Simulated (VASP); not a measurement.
# AlN (F-43m) in VASP: further runs, part 2 of 2

VASP 6.6.1. Earlier steps stand in the parts before.

### 3 Vibrations by perturbation theory, LDA

This run uses another cell than the first one, of 9.61 Å³/atom, 1.085 times its volume.

INCAR

```
SYSTEM = AlN
PREC = Accurate
ENCUT = 520
EDIFF = 1E-8
ISMEAR = 0
SIGMA = 0.01
LREAL = .False.
LASPH = .True.
NELM = 80
ALGO = Normal
ISIF = 2
LWAVE = .False.
LCHARG = .False.
NBANDS = 11
IBRION = 8
NSW = 1
LEPSILON = .True.
```

KPOINTS

```
Automatic mesh
0
Gamma
  10 10 10
  0 0 0
```

POSCAR

```
AlN
1.0
    0.0000000000      2.1258778874      2.1258778874
    2.1258778874      0.0000000000      2.1258778874
    2.1258778874      2.1258778874      0.0000000000
Al N
1 1
Direct
    0.0000000000      0.0000000000      0.0000000000
    0.7500000000      0.7500000000      0.7500000000
```

Potentials or basis: VASP PAW LDA potentials, release 64 (Al, N).

The run is started by

```sh
$ cat potpaw_LDA.64/Al/POTCAR potpaw_LDA.64/N/POTCAR > POTCAR
$ mpirun -np 1 vasp_std > vasp.out
```

OUTCAR:

```text
SYSTEM = AlN
   PREC = Accurate
   ENCUT = 520
   EDIFF = 1E-8
   ISMEAR = 0
   LREAL = .False.
   LASPH = .True.
   NELM = 80
   ISIF = 2
   IBRION = 8
   NSW = 1
   LEPSILON = .True.

 ion  position               nearest neighbor table
   1  0.000  0.000  0.000-   2 1.84   2 1.84   2 1.84   2 1.84
   2  0.750  0.750  0.750-   1 1.84   1 1.84   1 1.84   1 1.84

  LATTYP: Found a face centered cubic cell.
 ALAT       =     4.2517557748

  Lattice vectors:

 A1 = (   0.0000000000,   2.1258778874,   2.1258778874)
 A2 = (   2.1258778874,   0.0000000000,   2.1258778874)
 A3 = (   2.1258778874,   2.1258778874,   0.0000000000)

Analysis of symmetry for initial positions (statically):
=====================================================================
 Subroutine PRICEL returns:
 Original cell was already a primitive cell.

 Routine SETGRP: Setting up the symmetry group for a
 face centered cubic supercell.

 Subroutine GETGRP returns: Found 24 space group operations
 (whereof 24 operations were pure point group operations)
 out of a pool of 48 trial point group operations.

The static configuration has the point symmetry T_d .

Analysis of symmetry for dynamics (positions and initial velocities):
=====================================================================
 Subroutine PRICEL returns:
 Original cell was already a primitive cell.

 Routine SETGRP: Setting up the symmetry group for a
 face centered cubic supercell.

 Subroutine GETGRP returns: Found 24 space group operations
 (whereof 24 operations were pure point group operations)
 out of a pool of 48 trial point group operations.

The dynamic configuration has the point symmetry T_d .

 Subroutine INISYM returns: Found 24 space group operations
 (whereof 24 operations are pure point group operations),
 and found     1 'primitive' translations

----------------------------------------------------------------------------------------

                                     Primitive cell

  volume of cell :      19.2152

  direct lattice vectors                    reciprocal lattice vectors
     0.000000000  2.125877887  2.125877887    -0.235196952  0.235196952  0.235196952
     2.125877887  0.000000000  2.125877887     0.235196952 -0.235196952  0.235196952
     2.125877887  2.125877887  0.000000000     0.235196952  0.235196952 -0.235196952

  length of vectors
     3.006445340  3.006445340  3.006445340     0.407373071  0.407373071  0.407373071

  position of ions in fractional coordinates (direct lattice)
     0.000000000  0.000000000  0.000000000
     0.750000000  0.750000000  0.750000000

  ion indices of the primitive-cell ions
[... 525 lines left out ...]
    -0.00039  0.58203  0.00000
     0.58203 -0.00039  0.00000
     0.00000  0.00000  0.00039

--------------------------------------- Ionic step        4  -------------------------------------------

------------------------ aborting loop because EDIFF is reached ----------------------------------------

[... ionic steps 5 to 6 ...]

--------------------------------------- Ionic step        7  -------------------------------------------

 Free energy of the ion-electron system (eV)
  ---------------------------------------------------
  ---------------------------------------------------
  free energy    TOTEN  =        -0.23644237 eV

  energy without entropy =       -0.23644237

------------------------ aborting loop because EDIFF is reached ----------------------------------------

 INTERNAL STRAIN TENSOR  FOR ION    2  DIRECTION 1   (eV/Angst):
 -----------------------------------------------------------------------------
     0.00112  0.00000  0.00000
     0.00000 -0.00020 13.45866
     0.00000 13.45866 -0.00020

 MACROSCOPIC STATIC DIELECTRIC TENSOR (including local field effects in DFT)
 ------------------------------------------------------
           4.448523     0.000000     0.000000
           0.000000     4.448523     0.000000
          -0.000000     0.000000     4.448523
 ------------------------------------------------------

 PIEZOELECTRIC TENSOR (including local field effects)  for field in x, y, z        (e  Angst)
          XX          YY          ZZ          XY          YZ          ZX
  --------------------------------------------------------------------------------
  x     0.00000     0.00000     0.00000     0.00000     0.69801     0.00000
  y    -0.00000     0.00000    -0.00000     0.00000     0.00000     0.69801
  z    -0.00000    -0.00000     0.00000     0.69801     0.00000     0.00000

 PIEZOELECTRIC TENSOR (including local field effects)  for field in x, y, z        (C/m^2)
          XX          YY          ZZ          XY          YZ          ZX
  --------------------------------------------------------------------------------
  x     0.00000     0.00000     0.00000     0.00000     0.58200     0.00000
  y    -0.00000     0.00000    -0.00000     0.00000     0.00000     0.58200
  z    -0.00000    -0.00000     0.00000     0.58200     0.00000     0.00000

 BORN EFFECTIVE CHARGES (including local field effects) (in |e|, cummulative output)
 ---------------------------------------------------------------------------------
 ion    1
    1     2.52155     0.00000     0.00000
    2    -0.00000     2.52155    -0.00000
    3     0.00000    -0.00000     2.52155
 ion    2
    1    -2.52155    -0.00000    -0.00000
    2     0.00000    -2.52155     0.00000
    3    -0.00000     0.00000    -2.52155

 INTERNAL STRAIN TENSOR FOR ION    2 for displacements in x,y,z  (eV/Angst):
          X           Y           Z          XY          YZ          ZX
  --------------------------------------------------------------------------------
  x     0.00000     0.00000     0.00000     0.00000    13.45866     0.00000
  y     0.00000     0.00000     0.00000     0.00000     0.00000    13.45866
  z     0.00000     0.00000     0.00000    13.45866     0.00000     0.00000

 SECOND DERIVATIVES (NOT SYMMETRIZED)
 ------------------------------------
               1X          1Y          1Z          2X          2Y          2Z
  1X   -18.230314    0.000000    0.000000   18.230314    0.000000    0.000000
  1Y     0.000000  -18.230314    0.000000    0.000000   18.230314    0.000000
  1Z     0.000000    0.000000  -18.230314    0.000000    0.000000   18.230314
  2X    18.230605    0.000000    0.000000  -18.230605    0.000000    0.000000
  2Y     0.000000   18.230605    0.000000    0.000000  -18.230605    0.000000
  2Z     0.000000    0.000000   18.230605    0.000000    0.000000  -18.230605

 Eigenvectors and eigenvalues of the dynamical matrix
 ----------------------------------------------------

   1 f  =   21.985589 THz   138.139530 2PiTHz  733.360314 cm-1    90.925050 meV
             X         Y         Z           dx          dy          dz
      0.000000  0.000000  0.000000     0.000000    0.584495    0.000000
      3.188817  3.188817  3.188817     0.000000   -0.811397    0.000000
[... 21 lines left out ...]
   6 f/i=    0.000083 THz     0.000523 2PiTHz    0.002778 cm-1     0.000344 meV
             X         Y         Z           dx          dy          dz
      0.000000  0.000000  0.000000     0.000000    0.000000    0.811397
      3.188817  3.188817  3.188817     0.000000    0.000000    0.584495

--------------------------------------------------------------------------------------------------------

 MACROSCOPIC STATIC DIELECTRIC TENSOR IONIC CONTRIBUTION
 ------------------------------------------------------
           3.284426     0.000000     0.000000
           0.000000     3.284426    -0.000000
           0.000000    -0.000000     3.284426
 ------------------------------------------------------

 ELASTIC MODULI CONTR FROM IONIC RELAXATION (kBar)
 Direction    XX          YY          ZZ          XY          YZ          ZX
 --------------------------------------------------------------------------------
 XX          -0.0000      0.0000      0.0000      0.0000      0.0000      0.0000
 YY           0.0000     -0.0000      0.0000      0.0000      0.0000      0.0000
 ZZ           0.0000      0.0000     -0.0000      0.0000      0.0000      0.0000
 XY           0.0000      0.0000      0.0000   -790.0705      0.0000      0.0000
 YZ           0.0000      0.0000      0.0000      0.0000   -790.0705      0.0000
 ZX           0.0000      0.0000      0.0000      0.0000      0.0000   -790.0705
 --------------------------------------------------------------------------------

 PIEZOELECTRIC TENSOR IONIC CONTR  for field in x, y, z        (C/m^2)
          XX          YY          ZZ          XY          YZ          ZX
  --------------------------------------------------------------------------------
  x     0.00000     0.00000     0.00000    -0.00000    -1.51578    -0.00000
  y    -0.00000     0.00000    -0.00000     0.00000     0.00000    -1.51578
  z     0.00000    -0.00000     0.00000    -1.51578    -0.00000     0.00000
```

Run time: 55 s. Hardware: 1 thread of Intel Xeon 6975P-C (Granite Rapids), shared host; peak memory 0.2 GiB.

What came out:

| Property | Result |
| --- | --- |
| Electronic dielectric tensor (diagonal) | 4.45 |
| Born charges (mean of the diagonal) | Al +2.52; N -2.52 e |
| Highest phonon frequency at Γ, LO-TO splitting left out | 733 cm⁻¹ |

Phonon frequencies in cm⁻¹ (negative: imaginary):
```tsv
q point	frequencies
(0.000, 0.000, 0.000)	0 0 0 733 733 733
```

Electronic dielectric tensor:
```
4.45 0.00 0.00
0.00 4.45 0.00
0.00 0.00 4.45
```

Born effective charge tensors (e):
atom 1, Al
```
2.52 0.00 0.00
0.00 2.52 0.00
0.00 0.00 2.52
```
atom 2, N
```
-2.52  0.00  0.00
 0.00 -2.52  0.00
 0.00  0.00 -2.52
```

Caveat: the cell wasn't relaxed at this level first, which shifts response properties.

### 4 Vibrations by perturbation theory, LDA

This run uses another cell than the first one, of 9.88 Å³/atom, 1.115 times its volume.

INCAR

```
SYSTEM = AlN
  ALGO = Normal
  EDIFF = 1E-8
  ENCUT = 520
  IBRION = 8
  ISIF = 2
  ISMEAR = 0
  LASPH = .True.
  LCHARG = .False.
  LEPSILON = .True.
  LREAL = .False.
  LWAVE = .False.
  NELM = 60
  NSW = 1
  PREC = Accurate
  SIGMA = 0.01
```

KPOINTS

```
k-points
0
Gamma
  10 10 10
  0 0 0
```

POSCAR

```
AlN
1.0
    0.0000000000      2.1455757932      2.1455757932
    2.1455757932      0.0000000000      2.1455757932
    2.1455757932      2.1455757932      0.0000000000
Al N
1 1
Direct
    0.0000000000      0.0000000000      0.0000000000
    0.7500000000      0.7500000000      0.7500000000
```

Potentials or basis: VASP PAW LDA potentials, release 64 (Al, N).

The run is started by

```sh
$ cat potpaw_LDA.64/Al/POTCAR potpaw_LDA.64/N/POTCAR > POTCAR
$ mpirun -np 1 vasp_std > vasp.out
```

OUTCAR:

```text
SYSTEM = AlN
   EDIFF = 1E-8
   ENCUT = 520
   IBRION = 8
   ISIF = 2
   ISMEAR = 0
   LASPH = .True.
   LEPSILON = .True.
   LREAL = .False.
   NELM = 60
   NSW = 1
   PREC = Accurate

 ion  position               nearest neighbor table
   1  0.000  0.000  0.000-   2 1.86   2 1.86   2 1.86   2 1.86
   2  0.750  0.750  0.750-   1 1.86   1 1.86   1 1.86   1 1.86

  LATTYP: Found a face centered cubic cell.
[... 592 lines left out ...]
      0.000000  0.000000  0.000000     0.000000    0.584590    0.000000
      3.218364  3.218364  3.218364     0.000000   -0.811329    0.000000
[... 21 lines left out ...]
   6 f/i=    0.002391 THz     0.015022 2PiTHz    0.079752 cm-1     0.009888 meV
             X         Y         Z           dx          dy          dz
      0.000000  0.000000  0.000000     0.000000    0.000000    0.811329
      3.218364  3.218364  3.218364     0.000000    0.000000    0.584590

--------------------------------------------------------------------------------------------------------

 MACROSCOPIC STATIC DIELECTRIC TENSOR IONIC CONTRIBUTION
 ------------------------------------------------------
           3.464089    -0.000000    -0.000000
          -0.000000     3.464089    -0.000000
          -0.000000    -0.000000     3.464089
 ------------------------------------------------------

 ELASTIC MODULI CONTR FROM IONIC RELAXATION (kBar)
 Direction    XX          YY          ZZ          XY          YZ          ZX
 --------------------------------------------------------------------------------
 XX          -0.0000     -0.0000     -0.0000      0.0000      0.0000      0.0000
 YY          -0.0000     -0.0000     -0.0000      0.0000      0.0000      0.0000
 ZZ          -0.0000     -0.0000     -0.0000     -0.0000      0.0000      0.0000
 XY           0.0000      0.0000     -0.0000   -628.2859      0.0000     -0.0000
 YZ           0.0000      0.0000      0.0000      0.0000   -628.2859      0.0000
 ZX           0.0000      0.0000      0.0000     -0.0000      0.0000   -628.2859
 --------------------------------------------------------------------------------

 PIEZOELECTRIC TENSOR IONIC CONTR  for field in x, y, z        (C/m^2)
          XX          YY          ZZ          XY          YZ          ZX
  --------------------------------------------------------------------------------
  x     0.00000     0.00000     0.00000     0.00000    -1.38818     0.00000
  y     0.00000     0.00000     0.00000     0.00000     0.00000    -1.38818
  z     0.00000     0.00000    -0.00000    -1.38818     0.00000     0.00000
```

Run time: 44 s. Hardware: 1 thread of Intel Xeon 6975P-C (Granite Rapids), shared host; peak memory 0.18 GiB.

What came out:

* Electronic dielectric tensor (diagonal): 4.49
* Born charges (mean of the diagonal): Al +2.53; N -2.53 e
* Highest phonon frequency at Γ, LO-TO splitting left out: 705 cm⁻¹

Phonon frequencies in cm⁻¹ (negative: imaginary):
| q point | frequencies |
| --- | --- |
| (0.000, 0.000, 0.000) | 0 0 0 705 705 705 |

Electronic dielectric tensor:
```
4.49 0.00 0.00
0.00 4.49 0.00
0.00 0.00 4.49
```

Born effective charge tensors (e):
atom 1, Al
```
2.53 0.00 0.00
0.00 2.53 0.00
0.00 0.00 2.53
```
atom 2, N
```
-2.53  0.00  0.00
 0.00 -2.53  0.00
 0.00  0.00 -2.53
```

Caveat: the cell wasn't relaxed at this level first, which shifts response properties.
